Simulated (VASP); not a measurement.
# NiO2 (P-3m1) in VASP: a series of runs, part 2 of 2

VASP 6.6.1.

### 4 Single point, PBEsol

This run uses another cell than the first one, of the same volume but with other edges.

File INCAR:

```
SYSTEM = NiO2
  PREC = Accurate
  ENCUT = 700
  EDIFF = 1E-6
  ISMEAR = 0
  SIGMA = 0.05
  LREAL = .False.
  LASPH = .True.
  NELM = 120
  ALGO = Normal
  ISIF = 2
  LWAVE = .False.
  LCHARG = .False.
  GGA = PS
  NBANDS = 22
  GGA_COMPAT = .False.
```

File KPOINTS:

```
regular mesh
0
Gamma
  12 12 6
  0 0 0
```

File POSCAR:

```
NiO2
1.0
    2.8624235356      0.0000000000      0.0000000000
   -1.4312117678      2.4789314982      0.0000000000
    0.0000000000      0.0000000000      4.7038205961
Ni O
1 2
Direct
    0.0000000000      0.0000000000      0.5000000000
    0.6666666667      0.3333333333      0.6750910825
    0.3333333333      0.6666666667      0.3249089175
```

The run is started by

```bash
> cat potpaw_PBE.64/Ni_sv_GW/POTCAR potpaw_PBE.64/O/POTCAR > POTCAR
> mpirun -np 1 vasp_std > vasp.out
```

Run time: 1.9 min. Hardware: 1 thread of Intel Xeon Platinum 8375C at 2.90GHz (Ice Lake), shared host; peak memory 0.27 GiB.

Results (log left out):

| Property | Result |
| --- | --- |
| Free energy | -19.6309 eV |
| Pressure | 2.9 GPa |
| Largest force | 1.408 eV/Å |
| Band gap on the k mesh | 0.83 eV (least direct gap 1.27 eV) |

Forces in eV/Å, atoms in the order of the input:
```
Ni   0.000  0.000  0.000
O    0.000  0.000  1.408
O    0.000  0.000 -1.408
```

Stress tensor (GPa, compression positive):
```
-0.67  0.00  0.00
 0.00 -0.67  0.00
 0.00  0.00 10.09
```

Levels at points of the mesh, in eV from the valence-band top:
```csv
k point,band 11,band 12,band 13,band 14,band 15,band 16,band 17,band 18,band 19,band 20
"(0.00, 0.00, 0.00)",-2.30,-1.50,-1.50,-1.21,-0.19,2.24,2.24,7.09,10.71,14.16
"(0.50, 0.00, 0.00)",-3.66,-2.08,-1.90,-1.90,-1.10,1.29,2.21,12.19,12.36,13.36
"(0.00, 0.00, 0.50)",-2.30,-2.07,-1.52,-1.52,-0.01,2.26,2.26,8.88,9.70,13.00
"(0.50, 0.00, 0.50)",-3.62,-2.08,-1.89,-1.53,-1.15,1.27,2.17,11.15,12.42,14.34
```

Caveat: the stress differs along the axes, from -1 to 10 GPa; the PAW data sets were made with another functional, which shifts forces and pressure a little; the run has no spin polarisation, though such a crystal can be magnetic.

### 5 Single point, PBEsol

File INCAR:

```
SYSTEM = NiO2
  ALGO = Normal
  EDIFF = 1E-6
  ENCUT = 700
  GGA = PS
  GGA_COMPAT = .FALSE.
  ISIF = 2
  ISMEAR = 0
  LASPH = .TRUE.
  LCHARG = .TRUE.
  LELF = .TRUE.
  LREAL = .FALSE.
  LVHAR = .TRUE.
  LWAVE = .FALSE.
  NBANDS = 22
  NELM = 120
  PREC = Accurate
  SIGMA = 0.05
```

File KPOINTS:

```
k-points
0
G
  12 12 6
  0 0 0
```

File POSCAR:

```
NiO2
1.0
    2.8221285779      0.0000000000      0.0000000000
   -1.4110642890      2.4440350412      0.0000000000
    0.0000000000      0.0000000000      4.8391038725
Ni O
1 2
Direct
    0.0000000000      0.0000000000      0.5000000000
    0.6666666667      0.3333333333      0.6499533987
    0.3333333333      0.6666666667      0.3500466013
```

Potentials or basis: VASP PAW PBE potentials, release 64 (Ni_sv_GW, O).

The run is started by

```bash
> cat potpaw_PBE.64/Ni_sv_GW/POTCAR potpaw_PBE.64/O/POTCAR > POTCAR
> mpirun -np 1 vasp_std > vasp.out
```

OUTCAR:

```text
SYSTEM = NiO2
   EDIFF = 1E-6
   ENCUT = 700
   GGA = PS
   ISIF = 2
   ISMEAR = 0
   LASPH = .TRUE.
   LREAL = .FALSE.
   NELM = 120
   PREC = Accurate

 ion  position               nearest neighbor table
   1  0.000  0.000  0.500-   2 1.78   3 1.78   2 1.78   3 1.78   2 1.78   3 1.78
   2  0.667  0.333  0.650-   1 1.78   1 1.78   1 1.78
   3  0.333  0.667  0.350-   1 1.78   1 1.78   1 1.78

  LATTYP: Found a hexagonal cell.
 ALAT       =     2.8221285779
 C/A-ratio  =     1.7147000000

  Lattice vectors:

[... 194 lines left out ...]
      6     -15.0581      2.00000
[... 589 lines left out ...]
     21      19.1025      0.00000
     22      21.6806      0.00000

 [... further k-points ...]
[... 5 lines left out ...]
  --------------------------------------------------------------------------------------
  -------------------------------------------------------------------------------------
  Total        5.5839712      5.5839712      5.6295780     -0.0000000      0.0000000      0.0000000
  in kB      268.0430716    268.0430716    270.2322965     -0.0000000      0.0000000      0.0000000
  external PRESSURE =     268.7728132 kB  Pullay stress =       0.0000000 kB

 VOLUME and BASIS-vectors are now :
 -----------------------------------------------------------------------------
  energy-cutoff  :      700.00
  volume of cell :       33.38
      direct lattice vectors                 reciprocal lattice vectors
     2.822128578  0.000000000  0.000000000     0.354342466  0.204579718  0.000000000
    -1.411064289  2.444035041  0.000000000     0.000000000  0.409159436  0.000000000
     0.000000000  0.000000000  4.839103872     0.000000000  0.000000000  0.206649832

 POSITION                                       TOTAL-FORCE (eV/Angst)
 -----------------------------------------------------------------------------------
      0.00000      0.00000      2.41955        -0.000000      0.000000      0.000000
      1.41106      0.81468      3.14519        -0.000000     -0.000000      4.022626
     -0.00000      1.62936      1.69391         0.000000      0.000000     -4.022626
 -----------------------------------------------------------------------------------
    total drift:                               -0.000000     -0.000000     -0.000000

  FREE ENERGIE OF THE ION-ELECTRON SYSTEM (eV)
  ---------------------------------------------------
  free  energy   TOTEN  =       -19.0291486990 eV

  energy  without entropy=      -19.0291486990  energy(sigma->0) =      -19.02914870
```

stdout:

```text
POSCAR found type information on POSCAR NiO
 POSCAR found :  2 types and       3 ions
 scaLAPACK will be used
 -----------------------------------------------------------------------------
|                                                                             |
|                                                                             |
|     You enforced a specific xc type in the INCAR file but a different       |
|     I HOPE YOU KNOW WHAT YOU ARE DOING!                                     |
|                                                                             |
 -----------------------------------------------------------------------------

 LDA part: xc-table for (Slater+PW92), standard interpolation
 POSCAR, INCAR and KPOINTS ok, starting setup
 FFT: planning ... GRIDC
 FFT: planning ... GRID_SOFT
 FFT: planning ... GRID
 WAVECAR not read
 entering main loop
```

Wall time 54 s (1 thread of Intel Xeon Platinum 8488C (Sapphire Rapids), shared host); peak memory 0.27 GiB.

Results:

```
Free energy            : -19.0291 eV
Pressure               : 26.9 GPa
Largest force          : 4.023 eV/Å
Band gap on the k mesh : 0.81 eV (least direct gap 1.34 eV)
```

Forces on the atoms (eV/Å):
```
Ni   0.000  0.000  0.000
O    0.000  0.000  4.023
O    0.000  0.000 -4.023
```

Stress tensor (GPa, compression positive):
```
26.80  0.00  0.00
 0.00 26.80  0.00
 0.00  0.00 27.02
```

Levels at points of the mesh, in eV from the valence-band top:
```tsv
k point	band 13	band 14	band 15	band 16	band 17	band 18
(0.00, 0.00, 0.00)	-1.88	-1.88	-0.12	2.45	2.45	6.78
(0.50, 0.00, 0.00)	-2.37	-1.88	-1.15	1.22	2.48	11.84
(0.00, 0.00, 0.50)	-1.88	-1.88	0.00	2.45	2.45	8.11
(0.50, 0.00, 0.50)	-2.35	-1.66	-1.18	1.20	2.46	10.79
```

Caveat: the cell stands under pressure; the PAW data sets were made with another functional, which shifts forces and pressure a little; the run has no spin polarisation, though such a crystal can be magnetic. Spin polarisation is off, so any magnetic state and its effect on volume and gap are missing.

### 6 Single point, PBEsol

File INCAR:

```
SYSTEM = NiO2
ALGO = Normal ; EDIFF = 1E-6
ENCUT = 700 ; GGA = PS
GGA_COMPAT = .False. ; ISIF = 2
ISMEAR = 0 ; LASPH = .True.
LCHARG = .True. ; LELF = .True.
LREAL = .False. ; LVHAR = .True.
LWAVE = .False. ; NBANDS = 22
NELM = 120 ; PREC = Accurate
SIGMA = 0.05
```

File KPOINTS:

```
k-points
0
Gamma
  12 12 6
  0 0 0
```

File POSCAR:

```
NiO2
1.0
    2.7839850047      0.0000000000      0.0000000000
   -1.3919925024      2.4110017378      0.0000000000
    0.0000000000      0.0000000000      4.9726140668
Ni O
1 2
Direct
    0.0000000000      0.0000000000      0.5000000000
    0.6666666667      0.3333333333      0.6373845568
    0.3333333333      0.6666666667      0.3626154432
```

Potentials or basis: VASP PAW PBE potentials, release 64 (Ni_sv_GW, O).

The run is started by

```bash
> cat potpaw_PBE.64/Ni_sv_GW/POTCAR potpaw_PBE.64/O/POTCAR > POTCAR
> mpirun -np 1 vasp_std > vasp.out
```

Run time: 80 s. Hardware: 1 thread of Intel Xeon Platinum 8375C at 2.90GHz (Ice Lake), shared host; peak memory 0.27 GiB.

The run converged. Its results:

```
Free energy            : -18.3985 eV
Pressure               : 44.6 GPa
Largest force          : 5.735 eV/Å
Band gap on the k mesh : 0.85 eV (least direct gap 1.38 eV)
```

Forces on the atoms (eV/Å):
```
Ni   0.000  0.000  0.000
O    0.000  0.000  5.735
O    0.000  0.000 -5.735
```

Stress tensor (GPa, compression positive):
```
48.56  0.00  0.00
 0.00 48.56  0.00
 0.00  0.00 36.60
```

Levels at points of the mesh, in eV from the valence-band top:
| k point | band 11 | band 12 | band 13 | band 14 | band 15 | band 16 | band 17 | band 18 | band 19 | band 20 |
| --- | --- | --- | --- | --- | --- | --- | --- | --- | --- | --- |
| (0.00, 0.00, 0.00) | -2.97 | -2.40 | -2.06 | -2.06 | -0.10 | 2.60 | 2.60 | 6.52 | 11.21 | 14.21 |
| (0.50, 0.00, 0.00) | -4.43 | -2.84 | -2.65 | -1.91 | -1.17 | 1.24 | 2.68 | 11.62 | 11.85 | 13.70 |
| (0.00, 0.00, 0.50) | -2.97 | -2.82 | -2.06 | -2.06 | 0.00 | 2.61 | 2.61 | 7.58 | 10.29 | 12.70 |
| (0.50, 0.00, 0.50) | -4.39 | -2.84 | -2.63 | -1.76 | -1.20 | 1.23 | 2.67 | 10.66 | 12.17 | 14.51 |

Caveat: the stress differs along the axes, from 37 to 49 GPa; the PAW data sets were made with another functional, which shifts forces and pressure a little; the run has no spin polarisation, though such a crystal can be magnetic. A k mesh can miss the band edges.

### 7 Overview

| cell | gap on the mesh (eV) | pressure (GPa) | largest force (eV/Å) |
| --- | --- | --- | --- |
| a = 2.803, b = 2.803, c = 4.906 Å, angles 90.0, 90.0, 120.0°, 3 atoms, atomic positions A | 0.80 | 42.7 | 5.56 |
| a = 2.713, b = 2.713, c = 5.234 Å, angles 90.0, 90.0, 120.0°, 3 atoms, atomic positions B | 1.26 | 26.4 | 2.72 |
| a = 2.862, b = 2.862, c = 4.704 Å, angles 90.0, 90.0, 120.0°, 3 atoms, atomic positions C | 0.83 | 2.9 | 1.41 |
| a = 2.822, b = 2.822, c = 4.839 Å, angles 90.0, 90.0, 120.0°, 3 atoms, atomic positions D | 0.81 | 26.9 | 4.02 |
| a = 2.784, b = 2.784, c = 4.973 Å, angles 90.0, 90.0, 120.0°, 3 atoms, atomic positions A | 0.85 | 44.6 | 5.74 |

Alike in all rows: task single point; level PBEsol; potentials or basis VASP PAW PBE potentials, release 64 (Ni_sv_GW, O); no spin polarisation; k mesh 12 × 12 × 6; cutoff (eV) 700; smearing gaussian 0.05 eV.

Caveats: the PAW data sets were made with another functional, which shifts forces and pressure a little; the run has no spin polarisation, though such a crystal can be magnetic; the stress differs along the axes, from 36 to 46 GPa (at least some runs); the stress differs along the axes, from 21 to 29 GPa (at least some runs); the stress differs along the axes, from -1 to 10 GPa (at least some runs); the cell stands under pressure (at least some runs); the stress differs along the axes, from 37 to 49 GPa (at least some runs).

Total energies depend on the potentials used, so only differences within one code and one set of settings carry meaning.
